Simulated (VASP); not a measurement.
# AlN (P6_3mc) in VASP: a series of runs

The runs below take AlN through single point, with LDA, RPBE+D4, PBEsol.

Program: VASP 6.6.1. These are calculated values, not measurements. Logs are shortened: lines on timing, memory, paths and dates and some standing lists are left out, and cuts for length are marked.

**What was measured.**

From “Structural and optical properties of self-assembled AlN nanowires grown on SiO2/Si substrates by molecular beam epitaxy”, 2024, arxiv:2402.00216, for a bulk crystal of AlN at 0 K: band gap 6.0343 eV (an exciton energy, a little under the gap).

From “Self-assembly of well-separated AlN nanowires directly on sputtered metallic TiN films”, 2019, arxiv:1910.07391, for a bulk crystal of AlN at 10 K: band gap 6.034 eV (an exciton energy, a little under the gap).

How close the calculation comes is told below.

## (1) The cell of the first run

It takes space group P6_3mc (No. 186, hexagonal). The conventional cell has a = 3.092 Å, b = 3.092 Å, c = 4.948 Å, α = 90.00°, β = 90.00°, γ = 120.00°. Within 2.5 Å of Al (site symmetry 3m) lie 4 N at 1.88 Å. N (site symmetry 3m) has 4 Al at 1.88 Å within 2.5 Å.

## (2) Single point, LDA

Contents of INCAR:

```
SYSTEM = AlN
PREC     = Accurate       ! precision mode
ENCUT    = 520            ! plane-wave cutoff, eV
EDIFF    = 1E-6           ! SCF threshold, eV
ISMEAR   = -1             ! smearing method
SIGMA    = 0.05           ! smearing width, eV
LREAL    = .False.        ! projectors in reciprocal space
LASPH    = .True.         ! aspherical terms in the spheres
NELM     = 60             ! most SCF steps
ALGO     = Normal         ! electronic algorithm
ISIF     = 2              ! what is computed and relaxed
LWAVE    = .False.        ! write WAVECAR
LCHARG   = .True.         ! write CHGCAR
GGA      = CA             ! functional
LELF     = .True.         ! ELF
LVHAR    = .True.       
NBANDS   = 16             ! bands
```

Contents of KPOINTS:

```
regular mesh
0
Gamma
  10 10 6
  0 0 0
```

Contents of POSCAR:

```
AlN
1.0
    3.0921067530      0.0000000000      0.0000000000
   -1.5460533765      2.6778429994      0.0000000000
    0.0000000000      0.0000000000      4.9475694625
Al N
2 2
Direct
    0.6666666667      0.3333333333      0.5000000000
    0.3333333333      0.6666666667      0.0000000000
    0.6666666667      0.3333333333      0.8800000000
    0.3333333333      0.6666666667      0.3800000000
```

Potentials or basis: VASP PAW LDA potentials, release 64 (Al, N).

Run with:

```
> cat potpaw_LDA.64/Al/POTCAR potpaw_LDA.64/N/POTCAR > POTCAR
> mpirun -np 1 vasp_std > vasp.out
```

OUTCAR:

```text
SYSTEM = AlN
   PREC = Accurate
   ENCUT = 520
   EDIFF = 1E-6
   ISMEAR = -1
   LREAL = .False.
   LASPH = .True.
   NELM = 60
   ISIF = 2
   GGA = CA

 ion  position               nearest neighbor table
   1  0.667  0.333  0.500-   3 1.88   4 1.88   4 1.88   4 1.88   2 3.05   2 3.05   2 3.05   2 3.05
                             2 3.05   2 3.05
   2  0.333  0.667  0.000-   4 1.88   3 1.88   3 1.88   3 1.88   1 3.05   1 3.05   1 3.05   1 3.05
                             1 3.05   1 3.05
   3  0.667  0.333  0.880-   1 1.88   2 1.88   2 1.88   2 1.88
   4  0.333  0.667  0.380-   2 1.88   1 1.88   1 1.88   1 1.88

  LATTYP: Found a hexagonal cell.
 ALAT       =     3.0921067530
 C/A-ratio  =     1.6000642467

  Lattice vectors:

 A1 = (   3.0921067530,   0.0000000000,   0.0000000000)
 A2 = (  -1.5460533765,   2.6778429994,   0.0000000000)
 A3 = (   0.0000000000,   0.0000000000,   4.9475694625)

Analysis of symmetry for initial positions (statically):
=====================================================================
 Subroutine PRICEL returns:
 Original cell was already a primitive cell.

 Routine SETGRP: Setting up the symmetry group for a
 hexagonal supercell.

 Subroutine GETGRP returns: Found 12 space group operations
 (whereof  6 operations were pure point group operations)
 out of a pool of 24 trial point group operations.

The static configuration has the point symmetry C_3v.
 The point group associated with its full space group is C_6v.

Analysis of symmetry for dynamics (positions and initial velocities):
=====================================================================
 Subroutine PRICEL returns:
 Original cell was already a primitive cell.

 Routine SETGRP: Setting up the symmetry group for a
 hexagonal supercell.

 Subroutine GETGRP returns: Found 12 space group operations
 (whereof  6 operations were pure point group operations)
 out of a pool of 24 trial point group operations.

The dynamic configuration has the point symmetry C_3v.
 The point group associated with its full space group is C_6v.

 Subroutine INISYM returns: Found 12 space group operations
 (whereof  6 operations are pure point group operations),
 and found     1 'primitive' translations

----------------------------------------------------------------------------------------

                                     Primitive cell

  volume of cell :      40.9667

  direct lattice vectors                    reciprocal lattice vectors
     3.092106753  0.000000000  0.000000000     0.323404099  0.186717444  0.000000000
    -1.546053376  2.677842999  0.000000000     0.000000000  0.373434888  0.000000000
     0.000000000  0.000000000  4.947569462     0.000000000  0.000000000  0.202119446

  length of vectors
     3.092106753  3.092106753  4.947569462     0.373434888  0.373434888  0.202119446

  position of ions in fractional coordinates (direct lattice)
     0.666666667  0.333333333  0.500000000
     0.333333333  0.666666667  0.000000000
     0.666666667  0.333333333  0.880000000
     0.333333333  0.666666667  0.380000000

  ion indices of the primitive-cell ions
   primitive index   ion index
                 1           1
                 2           2
                 3           3
                 4           4

----------------------------------------------------------------------------------------

 KPOINTS: regular mesh

Automatic generation of k-mesh.
 Grid dimensions read from file:
 generate k-points for:   10   10    6

 Generating k-lattice:

  Cartesian coordinates                     Fractional coordinates (reciprocal lattice)
     0.032340410  0.018671744  0.000000000     0.100000000 -0.000000000  0.000000000
     0.000000000  0.037343489  0.000000000     0.000000000  0.100000000  0.000000000
     0.000000000  0.000000000  0.033686574     0.000000000  0.000000000  0.166666667

  Length of vectors
     0.037343489  0.037343489  0.033686574

  Shift w.r.t. Gamma in fractional coordinates (k-lattice)
     0.000000000  0.000000000  0.000000000

 Subroutine IBZKPT returns following result:
 ===========================================

 Found     56 irreducible k-points:

 Following reciprocal coordinates:
            Coordinates               Weight
  0.000000  0.000000  0.000000      1.000000
  0.100000  0.000000  0.000000      6.000000
  0.200000  0.000000  0.000000      6.000000
  0.300000  0.000000  0.000000      6.000000
  0.400000  0.000000  0.000000      6.000000
  0.500000  0.000000  0.000000      3.000000
[... 16 lines left out ...]
  0.300000  0.100000  0.166667     24.000000
  0.400000  0.100000  0.166667     24.000000
 [... further k-points ...]
   k-points           NKPTS =     56   k-points in BZ     NKDIM =     56   number of bands    NBANDS=     16
   number of dos      NEDOS =    301   number of ions     NIONS =      4
   total plane-waves  NPLWV =  23040
   dimension x,y,z NGX =    24 NGY =   24 NGZ =   40
   dimension x,y,z NGXF=    48 NGYF=   48 NGZF=   80
   ions per type =               2   2
   NGX,Y,Z   is equivalent  to a cutoff of  12.90, 12.90, 13.44 a.u.
   NGXF,Y,Z  is equivalent  to a cutoff of  25.81, 25.81, 26.88 a.u.
 SYSTEM =  AlN
   PREC   = accura    normal or accurate (medium, high low for compatibility)
   ISTART =      0    job   : 0-new  1-cont  2-samecut
   ICHARG =      2    charge: 1-file 2-atom 10-const
   ISPIN  =      1    spin polarized calculation?
   LNONCOLLINEAR =      F non collinear calculations
   LSORBIT =      F    spin-orbit coupling
   LASPH  =      T    aspherical Exc in radial PAW
   ENCUT  =  520.0 eV  38.22 Ry    6.18 a.u.   5.75  5.75  9.20*2*pi/ulx,y,z
   NELM   =     60;   NELMIN=  2; NELMDL= -5     # of ELM steps
   EDIFF  = 0.1E-05   stopping-criterion for ELM
   LREAL  =      F    real-space projection
[... 7 lines left out ...]
   TEBEG  =    0.0;   TEEND  =   0.0 temperature during run
   PSTRESS=    0.0 pullay stress
   NELECT =      16.0000    total number of electrons
   NUPDOWN=      -1.0000    fix difference up-down
   EMIN   =  10.00;   EMAX   =-10.00  energy-range for DOS
   EFERMI =   0.00;   METHOD = LEGACY
   ISMEAR =    -1;   SIGMA  =   0.05  broadening in eV -4-tet -1-fermi 0-gaus
   EFERMI_NEDOS =   21; number of points for ismear=-14 and -15
   IALGO  =     38    algorithm
   IMIX   =      4    mixing-type and parameters
     AMIX     =   0.40;   BMIX     =  1.00
     AMIX_MAG =   1.60;   BMIX_MAG =  1.00
  volume/ion in A,a.u.               =      10.24        69.11
  Fermi-wavevector in a.u.,A,eV,Ry     =   1.196661  2.261361 19.483497  1.431997
  Thomas-Fermi vector in A             =   2.332595
   LORBIT       =      0    0 simple, 1 ext, 2 COOP (PROOUT), +10 PAW based schemes
   GGA     = CA    functional components
   LHFCALC =     F    Hartree Fock is set to
   AEXX    =    0.0000 exact exchange contribution
   IVDW    =     0    specifies the selected vdW correction
   LEPSILON=     F    determine dielectric tensor
   LRPA    =     F    only Hartree local field effects (RPA)
 non-spin polarized calculation
  energy-cutoff  :      520.00
  volume of cell :       40.97
 maximum number of plane-waves:      1124
 NGX is ok and might be reduce to    24
   NGX = 11   NGY = 11   NGZ = 19

 number of electron      15.9999998 magnetization

 Free energy of the ion-electron system (eV)
  ---------------------------------------------------
  ext. energy  EPLUGINS =         0.00000000
  ---------------------------------------------------
  free energy    TOTEN  =       -32.84004904 eV

  energy without entropy =      -32.84004904  energy(sigma->0) =      -32.84004904

 E-fermi :   6.9928     XC(G=0): -11.3299

 val. band max:        6.0539930876   @ k =   0.0000   0.0000   0.0000
 cond. band min:      10.4791404385   @ k =   0.0000   0.0000   0.0000
 fundamental gap:      4.4251473510
 Fermi energy:         6.9928002629

 k-point     1 :       0.0000    0.0000    0.0000
  band No.  band energies     occupation
      1      -9.0694      2.00000
      2      -6.7828      2.00000
      3      -0.0650      2.00000
      4       5.2092      2.00000
      5       5.2092      2.00000
      6       5.8705      2.00000
[... 8 lines left out ...]
     15      19.1937      0.00000
     16      19.1937      0.00000

 k-point     2 :       0.1000    0.0000    0.0000
  band No.  band energies     occupation
      1      -8.9366      2.00000
      2      -6.7069      2.00000
      3       0.0893      2.00000
      4       4.6156      2.00000
      5       5.0398      2.00000
      6       5.3086      2.00000
[... 8 lines left out ...]
     15      19.1544      0.00000
     16      19.2260      0.00000

 k-point     3 :       0.2000    0.0000    0.0000
  band No.  band energies     occupation
      1      -8.5543      2.00000
      2      -6.5082      2.00000
      3       0.5407      2.00000
      4       3.2803      2.00000
      5       4.1924      2.00000
      6       4.6741      2.00000
[... 8 lines left out ...]
     15      18.3099      0.00000
     16      18.7514      0.00000

 k-point     4 :       0.3000    0.0000    0.0000
  band No.  band energies     occupation
      1      -7.9788      2.00000
      2      -6.2827      2.00000
      3       1.2470      2.00000
      4       1.8901      2.00000
      5       3.0526      2.00000
      6       4.3029      2.00000
[... 8 lines left out ...]
     15      18.1699      0.00000
     16      20.0108      0.00000

 k-point     5 :       0.4000    0.0000    0.0000
  band No.  band energies     occupation
      1      -7.3418      2.00000
      2      -6.1877      2.00000
      3       0.8800      2.00000
      4       2.0775      2.00000
      5       2.2033      2.00000
      6       4.0416      2.00000
[... 8 lines left out ...]
     15      18.5261      0.00000
     16      21.1428      0.00000

 k-point     6 :       0.5000    0.0000    0.0000
  band No.  band energies     occupation
      1      -6.9835      2.00000
      2      -6.2432      2.00000
      3       0.5154      2.00000
      4       1.8438      2.00000
      5       2.6440      2.00000
      6       3.9486      2.00000
[... 8 lines left out ...]
     15      18.8978      0.00000
     16      21.2321      0.00000
[... 267 lines left out ...]
 k-point    21 :       0.1000    0.1000    0.1667
  band No.  band energies     occupation
      1      -8.5730      2.00000
      2      -6.7694      2.00000
      3       0.7068      2.00000
      4       3.9715      2.00000
      5       4.0083      2.00000
      6       4.9154      2.00000
[... 8 lines left out ...]
     15      18.5653      0.00000
     16      19.3931      0.00000

 k-point    22 :       0.2000    0.1000    0.1667
  band No.  band energies     occupation
      1      -8.1002      2.00000
      2      -6.5162      2.00000
      3       1.1040      2.00000
      4       2.7296      2.00000
      5       3.1920      2.00000
      6       4.3955      2.00000
[... 8 lines left out ...]
     15      18.4910      0.00000
     16      19.7737      0.00000

 k-point    23 :       0.3000    0.1000    0.1667
  band No.  band energies     occupation
      1      -7.4977      2.00000
      2      -6.2946      2.00000
      3       1.0668      2.00000
      4       1.9569      2.00000
      5       2.6945      2.00000
      6       3.9075      2.00000
[... 8 lines left out ...]
     15      18.4837      0.00000
     16      20.4935      0.00000

 k-point    24 :       0.4000    0.1000    0.1667
  band No.  band energies     occupation
      1      -6.9659      2.00000
      2      -6.2540      2.00000
      3       0.5496      2.00000
      4       1.5992      2.00000
      5       2.9308      2.00000
      6       3.7375      2.00000
[... 8 lines left out ...]
     15      18.6962      0.00000
     16      20.9937      0.00000

 [... further k-points ...]

------------------------ aborting loop because EDIFF is reached ----------------------------------------

  FORCE on cell =-STRESS in cart. coord.  units (eV):
  Direction    XX          YY          ZZ          XY          YZ          ZX
  --------------------------------------------------------------------------------------
  -------------------------------------------------------------------------------------
  Total       -0.1353033     -0.1353033      0.2734664      0.0000000     -0.0000000      0.0000000
  in kB       -5.2916043     -5.2916043     10.6950578      0.0000000     -0.0000000      0.0000000
  external PRESSURE =       0.0372831 kB  Pullay stress =       0.0000000 kB

 VOLUME and BASIS-vectors are now :
 -----------------------------------------------------------------------------
  energy-cutoff  :      520.00
  volume of cell :       40.97
      direct lattice vectors                 reciprocal lattice vectors
     3.092106753  0.000000000  0.000000000     0.323404099  0.186717444  0.000000000
    -1.546053376  2.677842999  0.000000000     0.000000000  0.373434888  0.000000000
     0.000000000  0.000000000  4.947569462     0.000000000  0.000000000  0.202119446

 POSITION                                       TOTAL-FORCE (eV/Angst)
 -----------------------------------------------------------------------------------
      1.54605      0.89261      2.47378        -0.000000     -0.000000     -0.135077
     -0.00000      1.78523      0.00000        -0.000000      0.000000     -0.135077
      1.54605      0.89261      4.35386        -0.000000     -0.000000      0.135077
     -0.00000      1.78523      1.88008         0.000000      0.000000      0.135077
 -----------------------------------------------------------------------------------
    total drift:                               -0.000000      0.000000     -0.000850

  FREE ENERGIE OF THE ION-ELECTRON SYSTEM (eV)
  ---------------------------------------------------
  free  energy   TOTEN  =       -32.8400490398 eV

  energy  without entropy=      -32.8400490397  energy(sigma->0) =      -32.84004904
```

Wall time 40 s (1 thread of Intel Xeon 8259CL, shared host); peak memory 0.16 GiB.

What came out:

```yaml
Free_energy: -32.8400 eV
Pressure: 0.0 GPa
Largest_force: 0.135 eV/Å
Band_gap_on_the_k_mesh: 4.43 eV
```

Forces on the atoms (eV/Å):
```
Al   0.000  0.000 -0.135
Al   0.000  0.000 -0.135
N    0.000  0.000  0.135
N    0.000  0.000  0.135
```

Stress tensor (GPa, compression positive):
```
-0.53  0.00  0.00
 0.00 -0.53  0.00
 0.00  0.00  1.07
```

Levels at points of the mesh, in eV from the valence-band top:
```
           k point  band 5  band 6  band 7  band 8  band 9  band 10  band 11  band 12
(0.00, 0.00, 0.00)   -0.84   -0.18   -0.18    0.00    4.43     6.72    10.64    11.11
(0.50, 0.00, 0.00)   -3.41   -2.11   -1.83   -0.67    5.73     5.74     8.28    10.31
(0.00, 0.00, 0.50)   -0.52   -0.52   -0.52   -0.52    6.60     6.60    10.33    10.33
(0.50, 0.00, 0.50)   -1.47   -1.47   -1.38   -1.38    5.27     5.27     9.23     9.23
```

[end of part 1 of 2]
